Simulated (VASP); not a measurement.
# CdS (F-43m) in VASP: further runs

Aim: see how the results for CdS move with the level of theory and the settings. Levels: PBEsol, r2SCAN, PBE. Tasks: single point.

Everything below comes from runs of VASP 6.6.1. Logs are shortened: lines on timing, memory, paths and dates and some standing lists are left out, and cuts for length are marked.

## Step 1: The cell of the first run

Symmetry: F-43m, No. 216, cubic system. The conventional cell has a = 5.825 Å, b = 5.825 Å, c = 5.825 Å, α = 90.00°, β = 90.00°, γ = 90.00°. Cd (site symmetry -43m) has 4 S at 2.52 Å within 3.3 Å. S (site symmetry -43m) has 4 Cd at 2.52 Å within 3.3 Å.

## Step 2: Single point, PBEsol

INCAR reads:

```
ALGO = Normal
EDIFF = 1E-6
ENCUT = 520
GGA = PS
ISIF = 2
ISMEAR = -1
LASPH = True
LCHARG = False
LREAL = False
LWAVE = False
NBANDS = 16
NELM = 100
PREC = Accurate
SIGMA = 0.02
```

KPOINTS reads:

```
k-points
0
Gamma
  6 6 6
```

POSCAR reads:

```
CdS
1.0
    0.0000000000      2.9124499581      2.9124499581
    2.9124499581      0.0000000000      2.9124499581
    2.9124499581      2.9124499581      0.0000000000
Cd S
1 1
Direct
    0.0000000000      0.0000000000      0.0000000000
    0.2500000000      0.2500000000      0.2500000000
```

Potentials or basis: VASP PAW PBE potentials, release 64 (Cd, S).

Launch:

```sh
$ cat potpaw_PBE.64/Cd/POTCAR potpaw_PBE.64/S/POTCAR > POTCAR
$ mpirun -np 1 vasp_std > vasp.out
```

OUTCAR:

```text
EDIFF = 1E-6
   ENCUT = 520
   GGA = PS
   ISIF = 2
   ISMEAR = -1
   LASPH = True
   LREAL = False
   NELM = 100
   PREC = Accurate

 ion  position               nearest neighbor table
   1  0.000  0.000  0.000-   2 2.52   2 2.52   2 2.52   2 2.52
   2  0.250  0.250  0.250-   1 2.52   1 2.52   1 2.52   1 2.52

  LATTYP: Found a face centered cubic cell.
 ALAT       =     5.8248999162

  Lattice vectors:

 A1 = (   0.0000000000,   2.9124499581,   2.9124499581)
 A2 = (   2.9124499581,   0.0000000000,   2.9124499581)
 A3 = (   2.9124499581,   2.9124499581,   0.0000000000)

Analysis of symmetry for initial positions (statically):
=====================================================================
 Subroutine PRICEL returns:
 Original cell was already a primitive cell.

 Routine SETGRP: Setting up the symmetry group for a
 face centered cubic supercell.

 Subroutine GETGRP returns: Found 24 space group operations
 (whereof 24 operations were pure point group operations)
 out of a pool of 48 trial point group operations.

The static configuration has the point symmetry T_d .

Analysis of symmetry for dynamics (positions and initial velocities):
=====================================================================
 Subroutine PRICEL returns:
 Original cell was already a primitive cell.

 Routine SETGRP: Setting up the symmetry group for a
 face centered cubic supercell.

 Subroutine GETGRP returns: Found 24 space group operations
 (whereof 24 operations were pure point group operations)
 out of a pool of 48 trial point group operations.

The dynamic configuration has the point symmetry T_d .

 Subroutine INISYM returns: Found 24 space group operations
 (whereof 24 operations are pure point group operations),
 and found     1 'primitive' translations

----------------------------------------------------------------------------------------

                                     Primitive cell

  volume of cell :      49.4089

  direct lattice vectors                    reciprocal lattice vectors
     0.000000000  2.912449958  2.912449958    -0.171676769  0.171676769  0.171676769
     2.912449958  0.000000000  2.912449958     0.171676769 -0.171676769  0.171676769
     2.912449958  2.912449958  0.000000000     0.171676769  0.171676769 -0.171676769

  length of vectors
     4.118826230  4.118826230  4.118826230     0.297352887  0.297352887  0.297352887

  position of ions in fractional coordinates (direct lattice)
     0.000000000  0.000000000  0.000000000
     0.250000000  0.250000000  0.250000000

  ion indices of the primitive-cell ions
   primitive index   ion index
                 1           1
                 2           2

----------------------------------------------------------------------------------------

 KPOINTS: k-points

Automatic generation of k-mesh.
 Grid dimensions read from file:
 generate k-points for:    6    6    6

 Generating k-lattice:

  Cartesian coordinates                     Fractional coordinates (reciprocal lattice)
    -0.028612795  0.028612795  0.028612795     0.166666667  0.000000000  0.000000000
     0.028612795 -0.028612795  0.028612795     0.000000000  0.166666667  0.000000000
     0.028612795  0.028612795 -0.028612795     0.000000000  0.000000000  0.166666667

  Length of vectors
     0.049558815  0.049558815  0.049558815

  Shift w.r.t. Gamma in fractional coordinates (k-lattice)
     0.000000000  0.000000000  0.000000000

 Subroutine IBZKPT returns following result:
 ===========================================

 Found     16 irreducible k-points:

 Following reciprocal coordinates:
            Coordinates               Weight
  0.000000  0.000000  0.000000      1.000000
  0.166667  0.000000  0.000000      8.000000
  0.333333  0.000000  0.000000      8.000000
  0.500000  0.000000  0.000000      4.000000
  0.166667  0.166667  0.000000      6.000000
  0.333333  0.166667  0.000000     24.000000
[... 8 lines left out ...]
 -0.333333  0.333333  0.166667     24.000000
 -0.333333  0.500000  0.166667     12.000000
   k-points           NKPTS =     16   k-points in BZ     NKDIM =     16   number of bands    NBANDS=     16
   number of dos      NEDOS =    301   number of ions     NIONS =      2
   total plane-waves  NPLWV =  32768
   dimension x,y,z NGX =    32 NGY =   32 NGZ =   32
   dimension x,y,z NGXF=    64 NGYF=   64 NGZF=   64
   ions per type =               1   1
   NGX,Y,Z   is equivalent  to a cutoff of  12.92, 12.92, 12.92 a.u.
   NGXF,Y,Z  is equivalent  to a cutoff of  25.83, 25.83, 25.83 a.u.
 SYSTEM =  unknown system
   PREC   = accura    normal or accurate (medium, high low for compatibility)
   ISTART =      0    job   : 0-new  1-cont  2-samecut
   ICHARG =      2    charge: 1-file 2-atom 10-const
   ISPIN  =      1    spin polarized calculation?
   LNONCOLLINEAR =      F non collinear calculations
   LSORBIT =      F    spin-orbit coupling
   LASPH  =      T    aspherical Exc in radial PAW
   ENCUT  =  520.0 eV  38.22 Ry    6.18 a.u.   7.66  7.66  7.66*2*pi/ulx,y,z
   NELM   =    100;   NELMIN=  2; NELMDL= -5     # of ELM steps
   EDIFF  = 0.1E-05   stopping-criterion for ELM
   LREAL  =      F    real-space projection
   EDIFFG = 0.1E-04   stopping-criterion for IOM
   NSW    =      0    number of steps for IOM
   IBRION =     -1    ionic relax: 0-MD 1-quasi-New 2-CG
   NFREE  =      0    steps in history (QN), initial steepest desc. (CG)
   ISIF   =      2    stress and relaxation
   ISYM   =      2    0-nonsym 1-usesym 2-fastsym
   POTIM  = 0.5000    time-step for ionic-motion
   TEBEG  =    0.0;   TEEND  =   0.0 temperature during run
   PSTRESS=    0.0 pullay stress
   NELECT =      18.0000    total number of electrons
   NUPDOWN=      -1.0000    fix difference up-down
   EMIN   =  10.00;   EMAX   =-10.00  energy-range for DOS
   EFERMI =   0.00;   METHOD = LEGACY
   ISMEAR =    -1;   SIGMA  =   0.02  broadening in eV -4-tet -1-fermi 0-gaus
   EFERMI_NEDOS =   21; number of points for ismear=-14 and -15
   IALGO  =     38    algorithm
   IMIX   =      4    mixing-type and parameters
     AMIX     =   0.40;   BMIX     =  1.00
     AMIX_MAG =   1.60;   BMIX_MAG =  1.00
  volume/ion in A,a.u.               =      24.70       166.71
  Fermi-wavevector in a.u.,A,eV,Ry     =   1.169223  2.209510 18.600272  1.367081
  Thomas-Fermi vector in A             =   2.305698
   LORBIT       =      0    0 simple, 1 ext, 2 COOP (PROOUT), +10 PAW based schemes
   GGA     = PS    functional components
   LHFCALC =     F    Hartree Fock is set to
   AEXX    =    0.0000 exact exchange contribution
   IVDW    =     0    specifies the selected vdW correction
   LEPSILON=     F    determine dielectric tensor
   LRPA    =     F    only Hartree local field effects (RPA)
 non-spin polarized calculation
  energy-cutoff  :      520.00
  volume of cell :       49.41
 maximum number of plane-waves:      1363
 NGX is ok and might be reduce to    32
   NGX = 15   NGY = 15   NGZ = 15

 number of electron      18.0000004 magnetization

 Free energy of the ion-electron system (eV)
  ---------------------------------------------------
  ext. energy  EPLUGINS =         0.00000000
  ---------------------------------------------------
  free energy    TOTEN  =        -6.81059779 eV

  energy without entropy =       -6.81059779  energy(sigma->0) =       -6.81059779

 E-fermi :   1.6793     XC(G=0):  -9.3969

 val. band max:        1.2505865373   @ k =   0.0000   0.0000   0.0000
 cond. band min:       2.2660203153   @ k =   0.0000   0.0000   0.0000
 fundamental gap:      1.0154337780
 Fermi energy:         1.6792755811

 k-point     1 :       0.0000    0.0000    0.0000
  band No.  band energies     occupation
      1     -11.1598      2.00000
      2      -6.4967      2.00000
      3      -6.4967      2.00000
      4      -6.4967      2.00000
      5      -6.0029      2.00000
      6      -6.0029      2.00000
[... 8 lines left out ...]
     15      12.7016      0.00000
     16      12.7016      0.00000

 k-point     2 :       0.1667    0.0000    0.0000
  band No.  band energies     occupation
      1     -11.0496      2.00000
      2      -6.4580      2.00000
      3      -6.4580      2.00000
      4      -6.3988      2.00000
      5      -6.0039      2.00000
      6      -6.0039      2.00000
[... 8 lines left out ...]
     15      11.8682      0.00000
     16      12.8887      0.00000

 k-point     3 :       0.3333    0.0000    0.0000
  band No.  band energies     occupation
      1     -10.8276      2.00000
      2      -6.3951      2.00000
      3      -6.3951      2.00000
      4      -6.0243      2.00000
      5      -5.9862      2.00000
      6      -5.9862      2.00000
[... 8 lines left out ...]
     15      12.2908      0.00000
     16      12.2908      0.00000

 k-point     4 :       0.5000    0.0000    0.0000
  band No.  band energies     occupation
      1     -10.7171      2.00000
      2      -6.3735      2.00000
      3      -6.3735      2.00000
      4      -5.9644      2.00000
      5      -5.9644      2.00000
      6      -5.6181      2.00000
[... 8 lines left out ...]
     15      13.7642      0.00000
     16      13.7642      0.00000
[... 172 lines left out ...]
 k-point    14 :       0.5000    0.3333    0.1667
  band No.  band energies     occupation
      1     -10.6861      2.00000
      2      -6.3038      2.00000
      3      -6.2960      2.00000
      4      -6.1060      2.00000
      5      -5.9627      2.00000
      6      -5.7135      2.00000
[... 8 lines left out ...]
     15      14.1974      0.00000
     16      14.4482      0.00000

 k-point    15 :      -0.3333    0.3333    0.1667
  band No.  band energies     occupation
      1     -10.6161      2.00000
      2      -6.3007      2.00000
      3      -6.2554      2.00000
      4      -6.0467      2.00000
      5      -5.9850      2.00000
      6      -5.4365      2.00000
[... 8 lines left out ...]
     15      13.6345      0.00000
     16      14.5563      0.00000

 k-point    16 :      -0.3333    0.5000    0.1667
  band No.  band energies     occupation
      1     -10.5819      2.00000
      2      -6.2664      2.00000
      3      -6.2170      2.00000
      4      -6.0848      2.00000
      5      -5.9603      2.00000
      6      -5.4052      2.00000
[... 8 lines left out ...]
     15      14.4415      0.00000
     16      14.4691      0.00000

------------------------ aborting loop because EDIFF is reached ----------------------------------------

  FORCE on cell =-STRESS in cart. coord.  units (eV):
  Direction    XX          YY          ZZ          XY          YZ          ZX
  --------------------------------------------------------------------------------------
  -------------------------------------------------------------------------------------
  Total        0.1178965      0.1178965      0.1178965      0.0000000      0.0000000      0.0000000
  in kB        3.8230166      3.8230166      3.8230166      0.0000000      0.0000000      0.0000000
  external PRESSURE =       3.8230166 kB  Pullay stress =       0.0000000 kB

 VOLUME and BASIS-vectors are now :
 -----------------------------------------------------------------------------
  energy-cutoff  :      520.00
  volume of cell :       49.41
      direct lattice vectors                 reciprocal lattice vectors
     0.000000000  2.912449958  2.912449958    -0.171676769  0.171676769  0.171676769
     2.912449958  0.000000000  2.912449958     0.171676769 -0.171676769  0.171676769
     2.912449958  2.912449958  0.000000000     0.171676769  0.171676769 -0.171676769

 POSITION                                       TOTAL-FORCE (eV/Angst)
 -----------------------------------------------------------------------------------
      0.00000      0.00000      0.00000         0.000000      0.000000      0.000000
      1.45622      1.45622      1.45622        -0.000000     -0.000000     -0.000000
 -----------------------------------------------------------------------------------
    total drift:                               -0.000000     -0.000000     -0.000000

  FREE ENERGIE OF THE ION-ELECTRON SYSTEM (eV)
  ---------------------------------------------------
  free  energy   TOTEN  =        -6.8105977895 eV

  energy  without entropy=       -6.8105977895  energy(sigma->0) =       -6.81059779
```

Run time: 19 s. Hardware: 1 thread of AMD EPYC 7R13, shared host; peak memory 0.15 GiB.

What came out:

- Free energy: -6.8106 eV
- Pressure: 0.4 GPa
- Band gap on the k mesh: 1.02 eV, direct

Caveat: the PAW data sets were made with another functional, which shifts forces and pressure a little.

## Step 3: Single point, r2SCAN

This run uses another cell than the first one, of 25.39 Å³/atom, 1.028 times its volume.

POSCAR reads:

```
CdS
1.0
    0.0000000000      2.9392087863      2.9392087863
    2.9392087863      0.0000000000      2.9392087863
    2.9392087863      2.9392087863      0.0000000000
Cd S
1 1
Direct
    0.0000000000      0.0000000000      0.0000000000
    0.2500000000      0.2500000000      0.2500000000
```

INCAR.step1 reads:

```
ALGO = Normal
EDIFF = 1E-4
ENCUT = 520
GGA = PE
ISMEAR = -1
LASPH = True
LCHARG = False
LREAL = False
LWAVE = True
NBANDS = 16
NELM = 80
PREC = Accurate
SIGMA = 0.02
```

INCAR.step2 reads:

```
ALGO = Normal
EDIFF = 1E-7
ENCUT = 520
ISIF = 2
ISMEAR = -1
ISTART = 1
LASPH = True
LCHARG = False
LMIXTAU = True
LREAL = False
LWAVE = False
METAGGA = R2SCAN
NBANDS = 16
NELM = 80
PREC = Accurate
SIGMA = 0.02
```

KPOINTS is that of step 2.

Potentials or basis: VASP PAW PBE potentials, release 64 (Cd, S).

Launch:

```sh
$ cat potpaw_PBE.64/Cd/POTCAR potpaw_PBE.64/S/POTCAR > POTCAR
$ cp INCAR.step1 INCAR
$ mpirun -np 1 vasp_std > vasp.out
$ cp INCAR.step2 INCAR
$ mpirun -np 1 vasp_std > vasp.out
```

Wall time 76 s (1 thread of AMD EPYC 7R13, shared host); peak memory 0.15 GiB.

Results (log left out):

```
Free energy            : -29.6844 eV
Pressure               : 0.3 GPa
Band gap on the k mesh : 1.54 eV, direct
```

Levels at points of the mesh, in eV from the valence-band top:
```tsv
k point	band 6	band 7	band 8	band 9	band 10	band 11	band 12	band 13
(0.00, 0.00, 0.00)	-7.41	0.00	0.00	0.00	1.54	7.08	7.08	7.08
(0.50, 0.00, 0.00)	-7.04	-4.32	-0.73	-0.73	3.44	7.48	7.48	7.83
(0.50, 0.50, 0.00)	-6.98	-3.88	-1.84	-1.84	3.88	4.73	9.69	11.40
```

Caveat: the PAW data sets were made with another functional, which shifts forces and pressure a little. r2SCAN opens gaps a little over a GGA but as a rule still falls short of measured ones.

[end of part 1 of 3]
